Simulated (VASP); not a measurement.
# K (P6_3/mmc) in VASP: notebook

Runs on K. Level: PBEsol. Tasks: single point.

All numbers are computed with VASP 6.6.1; they aren't measurements. Logs are shortened: lines on timing, memory, paths and dates and some standing lists are left out, and cuts for length are marked.

## Step 1: The cell of the first run

Symmetry: P6_3/mmc, No. 194, hexagonal system. Conventional cell: a = 4.506 Å, b = 4.506 Å, c = 7.300 Å, α = 90.00°, β = 90.00°, γ = 120.00°. K (site symmetry -6m2) has 12 K at 4.48 to 4.51 Å within 5.9 Å.

This isn't the form of K at room conditions, which is bcc.

## Step 2: Single point, PBEsol (64.19 Å³/atom)

File POSCAR:

```
K
1.0
    4.5062867137      0.0000000000      0.0000000000
   -2.2531433569      3.9025587708      0.0000000000
    0.0000000000      0.0000000000      7.3001844763
K
2
Direct
    0.3333333333      0.6666666667      0.2500000000
    0.6666666667      0.3333333333      0.7500000000
```

File INCAR.step1:

```
PREC = Accurate ; ENCUT = 520
EDIFF = 1E-6 ; ISMEAR = -1
SIGMA = 0.05 ; LREAL = False
LASPH = True ; NELM = 60
ALGO = Normal ; ISIF = 2
LWAVE = False ; LCHARG = True
GGA = PS ; NBANDS = 16
```

File KPOINTS.step1:

```
regular mesh
0
Gamma
  10 10 5
```

File INCAR.step2:

```
PREC = Accurate ; ENCUT = 520
EDIFF = 1E-6 ; ISMEAR = -5
SIGMA = 0.05 ; LREAL = False
LASPH = True ; NELM = 60
ALGO = Normal ; ISIF = 2
LWAVE = False ; LCHARG = False
GGA = PS ; LORBIT = 10
NBANDS = 16 ; NEDOS = 1001
ICHARG = 11
```

File KPOINTS.step2:

```
regular mesh
0
Gamma
  15 15 8
```

Potentials or basis: VASP PAW PBE potentials, release 64 (K_sv).

Started as:

```bash
> cat potpaw_PBE.64/K_sv/POTCAR > POTCAR
> cp INCAR.step1 INCAR
> cp KPOINTS.step1 KPOINTS
> mpirun -np 1 vasp_std > vasp.out
> cp INCAR.step2 INCAR
> cp KPOINTS.step2 KPOINTS
> mpirun -np 1 vasp_std > vasp.out
```

OUTCAR:

```text
PREC = Accurate
   ENCUT = 520
   EDIFF = 1E-6
   ISMEAR = -5
   LREAL = False
   LASPH = True
   NELM = 60
   ISIF = 2
   GGA = PS
   LORBIT = 10
   ICHARG = 11

 ion  position               nearest neighbor table
   1  0.333  0.667  0.250-
   2  0.667  0.333  0.750-

  LATTYP: Found a hexagonal cell.
 ALAT       =     4.5062867137
 C/A-ratio  =     1.6200000000

  Lattice vectors:

 A1 = (   4.5062867137,   0.0000000000,   0.0000000000)
 A2 = (  -2.2531433569,   3.9025587708,   0.0000000000)
 A3 = (   0.0000000000,   0.0000000000,   7.3001844763)

Analysis of symmetry for initial positions (statically):
=====================================================================
 Subroutine PRICEL returns:
 Original cell was already a primitive cell.

 Routine SETGRP: Setting up the symmetry group for a
 hexagonal supercell.

 Subroutine GETGRP returns: Found 24 space group operations
 (whereof 12 operations were pure point group operations)
 out of a pool of 24 trial point group operations.

The static configuration has the point symmetry D_3d.
 The point group associated with its full space group is D_6h.

Analysis of symmetry for dynamics (positions and initial velocities):
=====================================================================
 Subroutine PRICEL returns:
 Original cell was already a primitive cell.

 Routine SETGRP: Setting up the symmetry group for a
 hexagonal supercell.

 Subroutine GETGRP returns: Found 24 space group operations
 (whereof 12 operations were pure point group operations)
 out of a pool of 24 trial point group operations.

The dynamic configuration has the point symmetry D_3d.
 The point group associated with its full space group is D_6h.

 Subroutine INISYM returns: Found 24 space group operations
 (whereof 12 operations are pure point group operations),
 and found     1 'primitive' translations

----------------------------------------------------------------------------------------

                                     Primitive cell

  volume of cell :     128.3814

  direct lattice vectors                    reciprocal lattice vectors
     4.506286714  0.000000000  0.000000000     0.221912200  0.128121069  0.000000000
    -2.253143357  3.902558771  0.000000000     0.000000000  0.256242137  0.000000000
     0.000000000  0.000000000  7.300184476     0.000000000  0.000000000  0.136982840

  length of vectors
     4.506286714  4.506286714  7.300184476     0.256242137  0.256242137  0.136982840

  position of ions in fractional coordinates (direct lattice)
     0.333333333  0.666666667  0.250000000
     0.666666667  0.333333333  0.750000000

  ion indices of the primitive-cell ions
   primitive index   ion index
                 1           1
                 2           2

----------------------------------------------------------------------------------------

 KPOINTS: regular mesh

Automatic generation of k-mesh.
 Grid dimensions read from file:
 generate k-points for:   15   15    8

 Generating k-lattice:

  Cartesian coordinates                     Fractional coordinates (reciprocal lattice)
     0.014794147  0.008541405  0.000000000     0.066666667 -0.000000000  0.000000000
     0.000000000  0.017082809  0.000000000     0.000000000  0.066666667  0.000000000
     0.000000000  0.000000000  0.017122855     0.000000000  0.000000000  0.125000000

  Length of vectors
     0.017082809  0.017082809  0.017122855

  Shift w.r.t. Gamma in fractional coordinates (k-lattice)
     0.000000000  0.000000000  0.000000000

 TETIRR: Found   1832 inequivalent tetrahedra from    10800

 Subroutine IBZKPT returns following result:
 ===========================================

 Found    135 irreducible k-points:

 Following reciprocal coordinates:
            Coordinates               Weight
  0.000000  0.000000  0.000000      1.000000
  0.066667  0.000000  0.000000      6.000000
  0.133333  0.000000  0.000000      6.000000
  0.200000 -0.000000  0.000000      6.000000
  0.266667  0.000000  0.000000      6.000000
  0.333333  0.000000  0.000000      6.000000
[... 16 lines left out ...]
  0.333333  0.200000  0.000000     12.000000
  0.400000  0.200000  0.000000      6.000000
 [... further k-points ...]
   k-points           NKPTS =    135   k-points in BZ     NKDIM =    135   number of bands    NBANDS=     16
   number of dos      NEDOS =   1001   number of ions     NIONS =      2
   total plane-waves  NPLWV =  69984
   dimension x,y,z NGX =    36 NGY =   36 NGZ =   54
   dimension x,y,z NGXF=    72 NGYF=   72 NGZF=  108
   ions per type =               2
   NGX,Y,Z   is equivalent  to a cutoff of  13.28, 13.28, 12.30 a.u.
   NGXF,Y,Z  is equivalent  to a cutoff of  26.56, 26.56, 24.59 a.u.
 SYSTEM =  unknown system
   PREC   = accura    normal or accurate (medium, high low for compatibility)
   ISTART =      0    job   : 0-new  1-cont  2-samecut
   ICHARG =     11    charge: 1-file 2-atom 10-const
   ISPIN  =      1    spin polarized calculation?
   LNONCOLLINEAR =      F non collinear calculations
   LSORBIT =      F    spin-orbit coupling
   LASPH  =      T    aspherical Exc in radial PAW
   ENCUT  =  520.0 eV  38.22 Ry    6.18 a.u.   8.38  8.38 13.57*2*pi/ulx,y,z
   NELM   =     60;   NELMIN=  2; NELMDL=  0     # of ELM steps
   EDIFF  = 0.1E-05   stopping-criterion for ELM
   LREAL  =      F    real-space projection
   EDIFFG = 0.1E-04   stopping-criterion for IOM
   NSW    =      0    number of steps for IOM
   IBRION =     -1    ionic relax: 0-MD 1-quasi-New 2-CG
   NFREE  =      0    steps in history (QN), initial steepest desc. (CG)
   ISIF   =      2    stress and relaxation
   ISYM   =      2    0-nonsym 1-usesym 2-fastsym
   POTIM  = 0.5000    time-step for ionic-motion
   TEBEG  =    0.0;   TEEND  =   0.0 temperature during run
   PSTRESS=    0.0 pullay stress
   NELECT =      18.0000    total number of electrons
   NUPDOWN=      -1.0000    fix difference up-down
   EMIN   =  10.00;   EMAX   =-10.00  energy-range for DOS
   EFERMI =   0.00;   METHOD = LEGACY
   ISMEAR =    -5;   SIGMA  =   0.05  broadening in eV -4-tet -1-fermi 0-gaus
   EFERMI_NEDOS =   21; number of points for ismear=-14 and -15
   IALGO  =     38    algorithm
   IMIX   =      4    mixing-type and parameters
     AMIX     =   0.40;   BMIX     =  1.00
     AMIX_MAG =   1.60;   BMIX_MAG =  1.00
  volume/ion in A,a.u.               =      64.19       433.18
  Fermi-wavevector in a.u.,A,eV,Ry     =   0.850482  1.607177  9.841354  0.723319
  Thomas-Fermi vector in A             =   1.966466
   LORBIT       =     10    0 simple, 1 ext, 2 COOP (PROOUT), +10 PAW based schemes
   GGA     = PS    functional components
   LHFCALC =     F    Hartree Fock is set to
   AEXX    =    0.0000 exact exchange contribution
   IVDW    =     0    specifies the selected vdW correction
   LEPSILON=     F    determine dielectric tensor
   LRPA    =     F    only Hartree local field effects (RPA)
 non-spin polarized calculation
 Fermi weights with tetrahedron method with Bloechl corrections
  energy-cutoff  :      520.00
  volume of cell :      128.38
 maximum number of plane-waves:      3520
 NGX is ok and might be reduce to    36

 number of electron      18.0000004 magnetization

 Free energy of the ion-electron system (eV)
  ---------------------------------------------------
  ext. energy  EPLUGINS =         0.00000000
  ---------------------------------------------------
  free energy    TOTEN  =        -2.24869922 eV

  energy without entropy =       -2.24869922  energy(sigma->0) =       -2.24869922

 E-fermi :   0.1621     XC(G=0):  -6.0469

 val. band max:        0.2080786955   @ k =   0.2667   0.2000   0.5000
 cond. band min:       0.1521298535   @ k =   0.4000   0.0000   0.5000
 fundamental gap:     -0.0559488420
 Fermi energy:         0.1621211628

 k-point     1 :       0.0000    0.0000    0.0000
  band No.  band energies     occupation
      1     -31.7662      2.00000
      2     -31.7586      2.00000
      3     -15.3759      2.00000
      4     -15.2804      2.00000
      5     -15.2804      2.00000
      6     -15.2650      2.00000
[... 8 lines left out ...]
     15       4.7783      0.00000
     16       4.7784      0.00000

 k-point     2 :       0.0667    0.0000    0.0000
  band No.  band energies     occupation
      1     -31.7660      2.00000
      2     -31.7585      2.00000
      3     -15.3743      2.00000
      4     -15.2838      2.00000
      5     -15.2815      2.00000
      6     -15.2686      2.00000
[... 8 lines left out ...]
     15       4.6567      0.00000
     16       4.8300      0.00000

 k-point     3 :       0.1333    0.0000    0.0000
  band No.  band energies     occupation
      1     -31.7652      2.00000
      2     -31.7582      2.00000
      3     -15.3697      2.00000
      4     -15.2937      2.00000
      5     -15.2846      2.00000
      6     -15.2788      2.00000
[... 8 lines left out ...]
     15       4.7698      0.00000
     16       4.8017      0.00000

 k-point     4 :       0.2000   -0.0000    0.0000
  band No.  band energies     occupation
      1     -31.7640      2.00000
      2     -31.7577      2.00000
      3     -15.3625      2.00000
      4     -15.3084      2.00000
      5     -15.2935      2.00000
      6     -15.2891      2.00000
[... 8 lines left out ...]
     15       4.6140      0.00000
     16       4.7807      0.00000
[... 324 lines left out ...]
 k-point    22 :       0.2667    0.2000    0.0000
  band No.  band energies     occupation
      1     -31.7595      2.00000
      2     -31.7565      2.00000
      3     -15.3439      2.00000
      4     -15.3356      2.00000
      5     -15.3314      2.00000
      6     -15.3088      2.00000
[... 8 lines left out ...]
     15       3.5862      0.00000
     16       4.7780      0.00000

 k-point    23 :       0.3333    0.2000    0.0000
  band No.  band energies     occupation
      1     -31.7586      2.00000
      2     -31.7565      2.00000
      3     -15.3511      2.00000
      4     -15.3365      2.00000
      5     -15.3230      2.00000
      6     -15.3163      2.00000
[... 8 lines left out ...]
     15       3.5045      0.00000
     16       4.5819      0.00000

 k-point    24 :       0.4000    0.2000    0.0000
  band No.  band energies     occupation
      1     -31.7582      2.00000
      2     -31.7566      2.00000
      3     -15.3537      2.00000
      4     -15.3362      2.00000
      5     -15.3197      2.00000
      6     -15.3190      2.00000
[... 8 lines left out ...]
     15       3.4781      0.00000
     16       4.4806      0.00000

 [... further k-points ...]

------------------------ aborting loop because EDIFF is reached ----------------------------------------

  FORCE on cell =-STRESS in cart. coord.  units (eV):
  Direction    XX          YY          ZZ          XY          YZ          ZX
  --------------------------------------------------------------------------------------
  -------------------------------------------------------------------------------------
  Total        0.3490168      0.3490168      0.3702852     -0.0000000      0.0000000      0.0000000
  in kB        4.3556688      4.3556688      4.6210942     -0.0000000      0.0000000      0.0000000
  external PRESSURE =       4.4441440 kB  Pullay stress =       0.0000000 kB

 VOLUME and BASIS-vectors are now :
 -----------------------------------------------------------------------------
  energy-cutoff  :      520.00
  volume of cell :      128.38
      direct lattice vectors                 reciprocal lattice vectors
     4.506286714  0.000000000  0.000000000     0.221912200  0.128121069  0.000000000
    -2.253143357  3.902558771  0.000000000     0.000000000  0.256242137  0.000000000
     0.000000000  0.000000000  7.300184476     0.000000000  0.000000000  0.136982840

 POSITION                                       TOTAL-FORCE (eV/Angst)
 -----------------------------------------------------------------------------------
     -0.00000      2.60171      1.82505        -0.000000      0.000000     -0.000000
      2.25314      1.30085      5.47514         0.000000     -0.000000      0.000000
 -----------------------------------------------------------------------------------
    total drift:                               -0.000000      0.000000     -0.000000

  FREE ENERGIE OF THE ION-ELECTRON SYSTEM (eV)
  ---------------------------------------------------
  free  energy   TOTEN  =        -2.2486992169 eV

  energy  without entropy=       -2.2486992169  energy(sigma->0) =       -2.24869922

 total charge

# of ion       s       p       d       tot
------------------------------------------
    1        1.983   5.545   0.006   7.535
    2        1.983   5.545   0.006   7.535
--------------------------------------------------
tot          3.967  11.090   0.013  15.070
```

Wall time 81 s (1 thread of Intel Xeon 6975P-C (Granite Rapids), shared host); peak memory 0.38 GiB.

Results:

```
Valence electrons inside the program's atomic spheres : K 7.54
```

Levels at points of the mesh, in eV from the Fermi level:
| k point | band 7 | band 8 | band 9 | band 10 | band 11 | band 12 |
| --- | --- | --- | --- | --- | --- | --- |
| (0.00, 0.00, 0.00) | -15.43 | -15.43 | -2.38 | 0.32 | 0.62 | 4.17 |
| (0.00, 0.00, 0.50) | -15.43 | -15.43 | -1.57 | -1.57 | 2.86 | 2.86 |

Caveat: the PAW data sets were made with another functional, which shifts forces and pressure a little.

[end of part 1 of 2]
